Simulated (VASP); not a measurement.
# In2GaAs3 (I-4m2) in VASP: notebook

Runs on In2GaAs3. Level: PBEsol. Tasks: single point, relaxation of cell and atoms.

Everything below comes from runs of VASP 6.6.1. Logs are shortened: lines on timing, memory, paths and dates and some standing lists are left out, and cuts for length are marked.

## (1) The cell of the first run

It takes space group I-4m2 (No. 119, tetragonal). Conventional cell: a = 5.138 Å, b = 5.138 Å, c = 10.024 Å, α = 90.00°, β = 90.00°, γ = 90.00°. Within 3.6 Å of In (site symmetry 2mm) lie 6 As at 2.70 to 3.32 Å and 1 In at 3.32 Å and 1 Ga at 3.35 Å. Ga (site symmetry -4m2) has 4 As at 2.61 Å and 2 In at 3.35 Å within 3.4 Å. Within 3.6 Å of As (site symmetry -4m2) lie 4 In at 2.70 Å and 2 As at 2.94 Å and 4 Ga at 3.59 Å. Within 3.4 Å of As (site symmetry 2mm) lie 2 Ga at 2.61 Å and 4 In at 2.85 to 3.32 Å and 1 As at 2.94 Å.

## (2) Single point, PBEsol

Input file INCAR:

```
PREC = Accurate
ENCUT = 520
EDIFF = 1E-7
ISMEAR = 0
SIGMA = 0.1
LREAL = False
LASPH = True
NELM = 60
ALGO = Normal
ISIF = 2
LWAVE = False
LCHARG = False
GGA = PS
NBANDS = 36
```

Input file KPOINTS:

```
Automatic mesh
0
Gamma
  2 2 2
```

Input file POSCAR:

```
In2GaAs3
1.0
   -2.5687995969      2.5687995969      5.0120531710
    2.5687995969     -2.5687995969      5.0120531710
    2.5687995969      2.5687995969     -5.0120531710
In Ga As
2 1 3
Direct
    0.3341561321      0.3341561321      0.0000000000
    0.6658438679      0.6658438679      0.0000000000
    0.0000000000      0.0000000000      0.0000000000
    0.2500000000      0.7500000000      0.5000000000
    0.5437738906      0.0437738906      0.5000000000
    0.9562261094      0.4562261094      0.5000000000
```

Potentials or basis: VASP PAW PBE potentials, release 64 (In_d, Ga_d, As).

Started as:

```bash
$ cat potpaw_PBE.64/In_d/POTCAR potpaw_PBE.64/Ga_d/POTCAR potpaw_PBE.64/As/POTCAR > POTCAR
$ mpirun -np 1 vasp_std > vasp.out
```

OUTCAR:

```text
PREC = Accurate
   ENCUT = 520
   EDIFF = 1E-7
   ISMEAR = 0
   LREAL = False
   LASPH = True
   NELM = 60
   ISIF = 2
   GGA = PS

 ion  position               nearest neighbor table
   1  0.334  0.334  0.000-   4 2.70   4 2.70   6 2.85   6 2.85   5 3.32   5 3.32   2 3.32   3 3.35
                             2 4.01   2 4.01   2 4.01   2 4.01
   2  0.666  0.666  0.000-   4 2.70   4 2.70   5 2.85   5 2.85   6 3.32   6 3.32   1 3.32   3 3.35
                             1 4.01   1 4.01   1 4.01   1 4.01
   3  0.000  0.000  0.000-   5 2.61   6 2.61   5 2.61   6 2.61   2 3.35   1 3.35
   4  0.250  0.750  0.500-   1 2.70   2 2.70   1 2.70   2 2.70
   5  0.544  0.044  0.500-   3 2.61   3 2.61   2 2.85   2 2.85   1 3.32   1 3.32
   6  0.956  0.456  0.500-   3 2.61   3 2.61   1 2.85   1 2.85   2 3.32   2 3.32

  LATTYP: Found a body centered tetragonal cell.
 ALAT       =     5.1375991938
 C/A-ratio  =     1.9511265795

  Lattice vectors:

 A1 = (  -2.5687995969,   2.5687995969,   5.0120531710)
 A2 = (   2.5687995969,  -2.5687995969,   5.0120531710)
 A3 = (   2.5687995969,   2.5687995969,  -5.0120531710)

Analysis of symmetry for initial positions (statically):
=====================================================================
 Subroutine PRICEL returns:
 Original cell was already a primitive cell.

 Routine SETGRP: Setting up the symmetry group for a
 body centered tetragonal supercell.

 Subroutine GETGRP returns: Found  8 space group operations
 (whereof  8 operations were pure point group operations)
 out of a pool of 16 trial point group operations.

The static configuration has the point symmetry D_2d.

Analysis of symmetry for dynamics (positions and initial velocities):
=====================================================================
 Subroutine PRICEL returns:
 Original cell was already a primitive cell.

 Routine SETGRP: Setting up the symmetry group for a
 body centered tetragonal supercell.

 Subroutine GETGRP returns: Found  8 space group operations
 (whereof  8 operations were pure point group operations)
 out of a pool of 16 trial point group operations.

The dynamic configuration has the point symmetry D_2d.

 Subroutine INISYM returns: Found  8 space group operations
 (whereof  8 operations are pure point group operations),
 and found     1 'primitive' translations

----------------------------------------------------------------------------------------

                                     Primitive cell

  volume of cell :     132.2928

  direct lattice vectors                    reciprocal lattice vectors
    -2.568799597  2.568799597  5.012053171     0.000000000  0.194643444  0.099759516
     2.568799597 -2.568799597  5.012053171     0.194643444  0.000000000  0.099759516
     2.568799597  2.568799597 -5.012053171     0.194643444  0.194643444  0.000000000

  length of vectors
     6.190164758  6.190164758  6.190164758     0.218719069  0.218719069  0.275267398

  position of ions in fractional coordinates (direct lattice)
     0.334156132  0.334156132  0.000000000
     0.665843868  0.665843868  0.000000000
     0.000000000  0.000000000  0.000000000
     0.250000000  0.750000000  0.500000000
     0.543773891  0.043773891  0.500000000
     0.956226109  0.456226109  0.500000000

  ion indices of the primitive-cell ions
   primitive index   ion index
                 1           1
                 2           2
                 3           3
                 4           4
                 5           5
                 6           6

----------------------------------------------------------------------------------------

 KPOINTS: Automatic mesh

Automatic generation of k-mesh.
 Grid dimensions read from file:
 generate k-points for:    2    2    2

 Generating k-lattice:

  Cartesian coordinates                     Fractional coordinates (reciprocal lattice)
     0.000000000  0.097321722  0.049879758     0.500000000 -0.000000000  0.000000000
     0.097321722  0.000000000  0.049879758    -0.000000000  0.500000000  0.000000000
     0.097321722  0.097321722  0.000000000     0.000000000  0.000000000  0.500000000

  Length of vectors
     0.109359535  0.109359535  0.137633699

  Shift w.r.t. Gamma in fractional coordinates (k-lattice)
     0.000000000  0.000000000  0.000000000

 Subroutine IBZKPT returns following result:
 ===========================================

 Found      4 irreducible k-points:

 Following reciprocal coordinates:
            Coordinates               Weight
  0.000000  0.000000  0.000000      1.000000
  0.500000  0.000000  0.000000      4.000000
  0.500000  0.500000  0.000000      2.000000
  0.500000  0.500000  0.500000      1.000000
   k-points           NKPTS =      4   k-points in BZ     NKDIM =      4   number of bands    NBANDS=     36
   number of dos      NEDOS =    301   number of ions     NIONS =      6
   total plane-waves  NPLWV = 110592
   dimension x,y,z NGX =    48 NGY =   48 NGZ =   48
   dimension x,y,z NGXF=    96 NGYF=   96 NGZF=   96
   ions per type =               2   1   3
   NGX,Y,Z   is equivalent  to a cutoff of  12.89, 12.89, 12.89 a.u.
   NGXF,Y,Z  is equivalent  to a cutoff of  25.78, 25.78, 25.78 a.u.
 SYSTEM =  unknown system
   PREC   = accura    normal or accurate (medium, high low for compatibility)
   ISTART =      0    job   : 0-new  1-cont  2-samecut
   ICHARG =      2    charge: 1-file 2-atom 10-const
   ISPIN  =      1    spin polarized calculation?
   LNONCOLLINEAR =      F non collinear calculations
   LSORBIT =      F    spin-orbit coupling
   LASPH  =      T    aspherical Exc in radial PAW
   ENCUT  =  520.0 eV  38.22 Ry    6.18 a.u.  11.51 11.51 11.51*2*pi/ulx,y,z
   NELM   =     60;   NELMIN=  2; NELMDL= -5     # of ELM steps
   EDIFF  = 0.1E-06   stopping-criterion for ELM
   LREAL  =      F    real-space projection
   EDIFFG = 0.1E-05   stopping-criterion for IOM
   NSW    =      0    number of steps for IOM
   IBRION =     -1    ionic relax: 0-MD 1-quasi-New 2-CG
   NFREE  =      0    steps in history (QN), initial steepest desc. (CG)
   ISIF   =      2    stress and relaxation
   ISYM   =      2    0-nonsym 1-usesym 2-fastsym
   POTIM  = 0.5000    time-step for ionic-motion
   TEBEG  =    0.0;   TEEND  =   0.0 temperature during run
   PSTRESS=    0.0 pullay stress
   NELECT =      54.0000    total number of electrons
   NUPDOWN=      -1.0000    fix difference up-down
   EMIN   =  10.00;   EMAX   =-10.00  energy-range for DOS
   EFERMI =   0.00;   METHOD = LEGACY
   ISMEAR =     0;   SIGMA  =   0.10  broadening in eV -4-tet -1-fermi 0-gaus
   EFERMI_NEDOS =   21; number of points for ismear=-14 and -15
   IALGO  =     38    algorithm
   IMIX   =      4    mixing-type and parameters
     AMIX     =   0.40;   BMIX     =  1.00
     AMIX_MAG =   1.60;   BMIX_MAG =  1.00
  volume/ion in A,a.u.               =      22.05       148.79
  Fermi-wavevector in a.u.,A,eV,Ry     =   1.214397  2.294878 20.065332  1.474760
  Thomas-Fermi vector in A             =   2.349818
   LORBIT       =      0    0 simple, 1 ext, 2 COOP (PROOUT), +10 PAW based schemes
   GGA     = PS    functional components
   LHFCALC =     F    Hartree Fock is set to
   AEXX    =    0.0000 exact exchange contribution
   IVDW    =     0    specifies the selected vdW correction
   LEPSILON=     F    determine dielectric tensor
   LRPA    =     F    only Hartree local field effects (RPA)
 non-spin polarized calculation
 Gauss-broadening in eV      SIGMA  =   0.10
  energy-cutoff  :      520.00
  volume of cell :      132.29
 maximum number of plane-waves:      3571
 NGX is ok and might be reduce to    48
   NGX = 23   NGY = 23   NGZ = 23

 number of electron      53.9999990 magnetization

 Free energy of the ion-electron system (eV)
  ---------------------------------------------------
  ext. energy  EPLUGINS =         0.00000000
  ---------------------------------------------------
  free energy    TOTEN  =       -25.57751149 eV

  energy without entropy =      -25.56340675  energy(sigma->0) =      -25.57045912

 E-fermi :   6.0099     XC(G=0): -10.4677

 val. band max:        5.2298360676   @ k =   0.5000   0.5000   0.5000
 cond. band min:       6.0099219210   @ k =   0.5000   0.5000   0.0000
 fundamental gap:      0.7800858534
 Fermi energy:         6.0099219210

 k-point     1 :       0.0000    0.0000    0.0000
  band No.  band energies     occupation
      1      -9.0523      2.00000
      2      -8.9957      2.00000
      3      -8.9375      2.00000
      4      -8.9375      2.00000
      5      -8.9215      2.00000
      6      -8.5480      2.00000
      7      -8.3124      2.00000
      8      -8.2700      2.00000
      9      -8.2557      2.00000
     10      -8.2557      2.00000
     11      -8.2357      2.00000
     12      -8.1897      2.00000
     13      -8.1897      2.00000
     14      -8.1549      2.00000
     15      -8.1535      2.00000
     16      -6.8895      2.00000
     17      -3.7071      2.00000
     18      -3.6750      2.00000
     19       0.9485      2.00000
     20       1.8857      2.00000
     21       1.8871      2.00000
     22       1.8871      2.00000
     23       2.7513      2.00000
     24       2.7513      2.00000
     25       2.9762      2.00000
     26       3.7069      2.00000
     27       4.5450      2.00000
     28       4.5450      2.00000
     29       4.7279      2.00000
     30       8.9454      0.00000
     31       9.8251      0.00000
     32      10.4471      0.00000
     33      10.4712      0.00000
     34      11.5100      0.00000
     35      11.5100      0.00000
     36      13.0265      0.00000

 k-point     2 :       0.5000    0.0000    0.0000
  band No.  band energies     occupation
      1      -9.0342      2.00000
      2      -8.9749      2.00000
      3      -8.9443      2.00000
      4      -8.9385      2.00000
      5      -8.9239      2.00000
      6      -8.4699      2.00000
      7      -8.3372      2.00000
      8      -8.2925      2.00000
      9      -8.2768      2.00000
     10      -8.2606      2.00000
     11      -8.2272      2.00000
     12      -8.1838      2.00000
     13      -8.1813      2.00000
     14      -8.1553      2.00000
     15      -8.1281      2.00000
     16      -5.7822      2.00000
     17      -5.2039      2.00000
     18      -3.9533      2.00000
     19       0.0442      2.00000
     20       0.3932      2.00000
     21       0.9100      2.00000
     22       2.2386      2.00000
     23       2.7465      2.00000
     24       3.7636      2.00000
     25       4.2563      2.00000
     26       4.5942      2.00000
     27       5.2237      2.00000
     28       6.5405      0.00000
     29       7.6879      0.00000
     30       7.9401      0.00000
     31       8.8078      0.00000
     32       9.5974      0.00000
     33      10.3173      0.00000
     34      11.1508      0.00000
     35      11.5971      0.00000
     36      11.9789      0.00000

 k-point     3 :       0.5000    0.5000    0.0000
  band No.  band energies     occupation
      1      -8.9981      2.00000
      2      -8.9700      2.00000
      3      -8.9433      2.00000
      4      -8.9426      2.00000
      5      -8.9262      2.00000
      6      -8.3349      2.00000
      7      -8.3258      2.00000
      8      -8.3108      2.00000
      9      -8.2901      2.00000
     10      -8.2500      2.00000
     11      -8.2192      2.00000
     12      -8.2137      2.00000
     13      -8.2008      2.00000
     14      -8.1662      2.00000
     15      -8.1250      2.00000
     16      -5.6682      2.00000
     17      -4.6498      2.00000
     18      -3.9453      2.00000
     19      -1.9261      2.00000
     20      -0.8789      2.00000
     21       0.1309      2.00000
     22       2.4535      2.00000
     23       3.4851      2.00000
     24       3.6190      2.00000
     25       4.9708      2.00000
     26       6.0099      1.00000
     27       7.7755      0.00000
     28       7.8776      0.00000
     29       8.6259      0.00000
     30       9.4644      0.00000
     31       9.6279      0.00000
     32       9.8913      0.00000
     33      10.1113      0.00000
     34      10.3296      0.00000
     35      10.4657      0.00000
     36      10.8384      0.00000

 k-point     4 :       0.5000    0.5000    0.5000
  band No.  band energies     occupation
      1      -9.0651      2.00000
      2      -8.9955      2.00000
      3      -8.9379      2.00000
      4      -8.9379      2.00000
      5      -8.9208      2.00000
      6      -8.5659      2.00000
      7      -8.3217      2.00000
      8      -8.2736      2.00000
      9      -8.2736      2.00000
     10      -8.2670      2.00000
     11      -8.2281      2.00000
     12      -8.1643      2.00000
     13      -8.1643      2.00000
     14      -8.1629      2.00000
     15      -8.1520      2.00000
     16      -6.0036      2.00000
     17      -5.2182      2.00000
     18      -3.8729      2.00000
     19       0.9058      2.00000
     20       0.9058      2.00000
     21       1.1132      2.00000
     22       2.8072      2.00000
     23       3.2577      2.00000
     24       4.2510      2.00000
     25       4.2510      2.00000
     26       5.0547      2.00000
     27       5.2298      2.00000
     28       5.2298      2.00000
     29       6.9043      0.00000
     30       7.7826      0.00000
     31       7.9790      0.00000
     32       8.1606      0.00000
     33       9.4548      0.00000
     34       9.4548      0.00000
     35      10.6052      0.00000
     36      10.7650      0.00000

------------------------ aborting loop because EDIFF is reached ----------------------------------------

  FORCE on cell =-STRESS in cart. coord.  units (eV):
  Direction    XX          YY          ZZ          XY          YZ          ZX
  --------------------------------------------------------------------------------------
  -------------------------------------------------------------------------------------
  Total        0.0722645      0.0722645      0.0819667      0.0000000     -0.0000000      0.0000000
  in kB        0.8751840      0.8751840      0.9926857      0.0000000     -0.0000000      0.0000000
  external PRESSURE =       0.9143513 kB  Pullay stress =       0.0000000 kB

 VOLUME and BASIS-vectors are now :
 -----------------------------------------------------------------------------
  energy-cutoff  :      520.00
  volume of cell :      132.29
      direct lattice vectors                 reciprocal lattice vectors
    -2.568799597  2.568799597  5.012053171     0.000000000  0.194643444  0.099759516
     2.568799597 -2.568799597  5.012053171     0.194643444  0.000000000  0.099759516
     2.568799597  2.568799597 -5.012053171     0.194643444  0.194643444  0.000000000

 POSITION                                       TOTAL-FORCE (eV/Angst)
 -----------------------------------------------------------------------------------
      0.00000      0.00000      3.34962         0.000000     -0.000000     -0.002764
      0.00000      0.00000      6.67449         0.000000     -0.000000      0.002764
      0.00000      0.00000      0.00000        -0.000000      0.000000      0.000000
      2.56880      0.00000      2.50603        -0.000000      0.000000      0.000000
      0.00000      2.56880      0.43879        -0.000000      0.000000      0.007335
      0.00000      2.56880      4.57326        -0.000000      0.000000     -0.007335
 -----------------------------------------------------------------------------------
    total drift:                               -0.000000      0.000000     -0.000000

  FREE ENERGIE OF THE ION-ELECTRON SYSTEM (eV)
  ---------------------------------------------------
  free  energy   TOTEN  =       -25.5775114883 eV

  energy  without entropy=      -25.5634067487  energy(sigma->0) =      -25.57045912
```

It took 25 s on 1 thread of AMD EPYC 9R45 (Zen 5), shared host; peak memory 0.28 GiB.

Results:

```
Free energy            : -25.5775 eV
Pressure               : 0.1 GPa
Largest force          : 0.007 eV/Å
Band gap on the k mesh : zero (bands 27 and 28 overlap by 3.23 eV)
```

Forces in eV/Å, atoms in the order of the input:
```
In   0.000  0.000 -0.003
In   0.000  0.000  0.003
Ga   0.000  0.000  0.000
As   0.000  0.000  0.000
As   0.000  0.000  0.007
As   0.000  0.000 -0.007
```

Levels at points of the mesh, in eV from the Fermi level:
| k point | band 25 | band 26 | band 27 | band 28 | band 29 | band 30 |
| --- | --- | --- | --- | --- | --- | --- |
| (0.00, 0.00, 0.00) | -3.03 | -2.30 | -1.46 | -1.46 | -1.28 | 2.94 |
| (0.50, 0.00, 0.00) | -1.75 | -1.42 | -0.79 | 0.53 | 1.68 | 1.93 |
| (0.50, 0.50, 0.00) | -1.04 | 0.00 | 1.77 | 1.87 | 2.62 | 3.45 |
| (0.50, 0.50, 0.50) | -1.76 | -0.96 | -0.78 | -0.78 | 0.89 | 1.77 |

Caveat: the k points lie up to 0.69 Å⁻¹ apart, too coarse for converged energies and pressures of a metal; the PAW data sets were made with another functional, which shifts forces and pressure a little; spin-orbit coupling is left out, which moves the levels of the heavy elements.

## (3) Single point, PBEsol

This run uses another cell than the first one, of 26.38 Å³/atom.

Input file INCAR:

```
  PREC = Accurate
  ENCUT = 520
  EDIFF = 1E-7
  ISMEAR = 0
  SIGMA = 0.1
  LREAL = False
  LASPH = True
  NELM = 80
  ALGO = Normal
  ISIF = 2
  LWAVE = False
  LCHARG = False
  GGA = PS
  NBANDS = 36
```

Input file KPOINTS:

```
regular mesh
0
Gamma
  4 4 4
```

Input file POSCAR:

```
In2GaAs3
1.0
   -2.1160814598      2.1160814598      8.8370503847
    2.1160814598     -2.1160814598      8.8370503847
    2.1160814598      2.1160814598     -8.8370503847
In Ga As
2 1 3
Direct
    0.3372230347      0.3372230347      0.0000000000
    0.6627769653      0.6627769653      0.0000000000
    0.0000000000      0.0000000000      0.0000000000
    0.2500000000      0.7500000000      0.5000000000
    0.5748621258      0.0748621258      0.5000000000
    0.9251378742      0.4251378742      0.5000000000
```

Potentials or basis: VASP PAW PBE potentials, release 64 (In_d, Ga_d, As).

Started as:

```bash
$ cat potpaw_PBE.64/In_d/POTCAR potpaw_PBE.64/Ga_d/POTCAR potpaw_PBE.64/As/POTCAR > POTCAR
$ mpirun -np 1 vasp_std > vasp.out
```

Wall time 2.9 min (1 thread of AMD EPYC 9R45 (Zen 5), shared host); peak memory 0.67 GiB.

Results (log left out):

- Free energy: -25.8264 eV
- Pressure: 0.1 GPa
- Largest force: 0.008 eV/Å
- Band gap on the k mesh: zero (filled and empty bands touch)

Forces on the atoms (eV/Å):
```
In   0.000  0.000  0.008
In   0.000  0.000 -0.008
Ga   0.000  0.000  0.000
As   0.000  0.000  0.000
As   0.000  0.000 -0.003
As   0.000  0.000  0.003
```

Levels at points of the mesh, in eV from the Fermi level:
```csv
k point,band 24,band 25,band 26,band 27,band 28,band 29,band 30,band 31
"(0.00, 0.00, 0.00)",-1.82,-0.28,-0.06,-0.02,-0.02,1.49,1.53,2.28
"(0.50, 0.00, 0.00)",-1.57,-0.98,-0.97,-0.90,0.71,1.90,2.42,4.23
"(0.50, 0.50, 0.00)",-2.89,-2.87,-2.38,-2.35,1.44,1.87,3.05,3.16
"(0.50, 0.50, 0.50)",-1.05,-1.05,-0.75,-0.75,1.27,1.41,2.30,2.51
```

Caveat: the k points lie up to 0.38 Å⁻¹ apart; semilocal functionals underestimate gaps, so a narrow gap can read as zero; the PAW data sets were made with another functional, which shifts forces and pressure a little; spin-orbit coupling is left out, which moves the levels of the heavy elements.

[end of part 1 of 2]
